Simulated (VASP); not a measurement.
Wanted: the native input for a VASP 6.6.1 run.

```yaml
Task: relaxation of cell and atoms
Functional: PBE
Potentials_or_basis: VASP PAW PBE potentials, release 64 (Lu, N, O)
Cutoff: 600 eV
k_mesh: 6 × 6 × 4
Occupations: gaussian, width 0.1 eV
Spin: no spin polarisation
Dipole_correction: no
Further_INCAR_settings: ALGO = Normal; EDIFF = 1e-06; IBRION = 2; EDIFFG = -0.04; NSW = 90; ISIF = 3
```

The structure of LuNO lies in POSCAR:

```
LuNO
1.0
    3.8035811400      0.0000000000      0.0000000000
   -1.9017905700      3.2939978900      0.0000000000
    0.0000000000      0.0000000000      4.1930823500
Lu N O
1 1 1
Direct
    0.0000000000      0.0000000000      0.5000000000
    0.6666666700      0.3333333300      0.0000000000
    0.3333333300      0.6666666700      0.5000000000
```

These files were run (other wordings do the same):

INCAR

```
SYSTEM = LuNO
PREC = Accurate
ENCUT = 600
EDIFF = 1E-6
ISMEAR = 0
SIGMA = 0.1
LREAL = .FALSE.
LASPH = .TRUE.
NELM = 80
ALGO = Normal
ISIF = 3
LWAVE = .FALSE.
LCHARG = .FALSE.
GGA = PE
IBRION = 2
NSW = 90
EDIFFG = -0.04
```

KPOINTS

```
Automatic mesh
0
G
  6 6 4
  0 0 0
```

Potentials or basis: VASP PAW PBE potentials, release 64 (Lu, N, O).

Run with:

```sh
$ cat potpaw_PBE.64/Lu/POTCAR potpaw_PBE.64/N/POTCAR potpaw_PBE.64/O/POTCAR > POTCAR
$ mpirun -np 1 vasp_std > vasp.out
```

It gave:

- Relaxed volume: 13.06 Å³/atom
- Relaxed cell: a = 3.641 Å, b = 3.641 Å, c = 3.413 Å, α = 90.00°, β = 90.00°, γ = 120.00°
- Space group after relaxing (to 0.05 Å): P-6m2 (No. 187)
- Energy gained by relaxing: 261.1 meV/atom
- Ionic steps: 9
- Pressure after relaxing: -0.1 GPa
- Band gap on the k mesh: zero (band 18 reaches 2.21 eV, above the bottom of band 19 at 1.13 eV)

Caveat: the k points lie up to 0.46 Å⁻¹ apart in the final cell; the volume moved by over 15 % at a fixed basis, so the end points are rough; spin-orbit coupling is left out, which moves the levels of the heavy elements.

Run time: 6.9 min on 1 thread of Intel(R) Xeon(R) 6975P-C (Granite Rapids), on a shared host, peak memory 0.22 GiB.
